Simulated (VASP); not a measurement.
SnO: single point with r2SCAN

SnO:

```xyz
4
Lattice="3.6555 0.0000 0.0000 0.0000 3.6555 0.0000 0.0000 0.0000 5.2103" Properties=species:S:1:pos:R:3 pbc="T T T"
Sn    0.0000    1.8278    1.1991
Sn    1.8278    0.0000    4.0112
O     1.8278    1.8278    0.0000
O     0.0000    0.0000    0.0000
```

This cell differs from its parent crystal: biaxial strain in the a-b plane: -4.0 %, then relaxed in part.

| Property | Result |
| --- | --- |
| Program | VASP 6.6.1 |
| Task | single point |
| Functional | r2SCAN |
| Potentials or basis | VASP PAW PBE potentials, release 64 (Sn_d, O) |
| Cutoff | 520 eV |
| k mesh | 10 × 10 × 8 |
| Occupations | gaussian, width 0.01 eV |
| Spin | no spin polarisation |
| Dipole correction | no |
| Further INCAR settings | ALGO = Normal; EDIFF = 1e-06; NBANDS = 28 |

- Pressure: 6.1 GPa
- Largest force: 0.167 eV/Å
- Band gap on the k mesh: 0.14 eV (least direct gap 2.51 eV)

Forces on the atoms (eV/Å):
```
Sn   0.000  0.000  0.167
Sn   0.000  0.000 -0.167
O    0.000  0.000  0.000
O    0.000  0.000  0.000
```

Stress tensor (GPa, compression positive):
```
8.82 0.00 0.00
0.00 8.82 0.00
0.00 0.00 0.69
```

Levels at points of the mesh, in eV from the valence-band top:
| k point | band 18 | band 19 | band 20 | band 21 | band 22 | band 23 |
| --- | --- | --- | --- | --- | --- | --- |
| (0.00, 0.00, 0.00) | -3.62 | -3.62 | 0.00 | 2.62 | 3.97 | 5.22 |
| (0.50, 0.00, 0.00) | -5.51 | -3.31 | -3.31 | 2.84 | 2.84 | 6.44 |
| (0.50, 0.50, 0.00) | -2.93 | -2.37 | -2.37 | 0.14 | 0.14 | 4.20 |
| (0.00, 0.00, 0.50) | -3.64 | -3.64 | -3.34 | 2.50 | 3.45 | 3.45 |
| (0.50, 0.00, 0.50) | -5.50 | -2.40 | -2.40 | 2.09 | 2.09 | 6.15 |
| (0.50, 0.50, 0.50) | -2.93 | -2.89 | -2.89 | 2.22 | 2.22 | 3.53 |

Run time: 8.4 min on 1 thread of Oxide Virtual Turin-like Processor (shared host), peak memory 0.26 GiB.

Caveat: the cell differs from its parent crystal (biaxial strain in the a-b plane: -4.0 %, then relaxed in part); the stress differs along the axes, from 1 to 9 GPa; semilocal functionals underestimate gaps, and a narrow one can read as zero; the PAW data sets were made with another functional, which shifts forces and pressure a little; spin-orbit coupling is left out, which moves the levels of the heavy elements. A k mesh can miss the band edges.
